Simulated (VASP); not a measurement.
Here is a VASP 6.6.1 calculation.

Contents of INCAR:

```
PREC = Accurate
ENCUT = 520
EDIFF = 1E-6
ISMEAR = 0
SIGMA = 0.1
LREAL = F
LASPH = T
NELM = 80
ALGO = Normal
ISIF = 2
LWAVE = F
LCHARG = F
LDIPOL = T
IDIPOL = 3
DIPOL = 0.5 0.5 0.500
GGA = PE
NBANDS = 16
```

File KPOINTS:

```
Automatic mesh
0
Gamma
  4 4 1
```

The input POSCAR:

```
YSe
1.0
    4.0658640000      0.0000000000      0.0000000000
    0.0000000000      4.0658640000      0.0000000000
    0.0000000000      0.0000000000     14.0000000000
Y Se
1 1
Direct
    0.5000000000      0.5000000000      0.5000000000
    0.0000000000      0.0000000000      0.5000000000
```

Potentials or basis: VASP PAW PBE potentials, release 64 (Y_sv, Se).

Run with:

```sh
$ cat potpaw_PBE.64/Y_sv/POTCAR potpaw_PBE.64/Se/POTCAR > POTCAR
$ mpirun -np 1 vasp_std > vasp.out
```

Problem. Predict the band gap on the k mesh.

Solution. Zero (an odd number of electrons rules out a gap without spin polarisation).
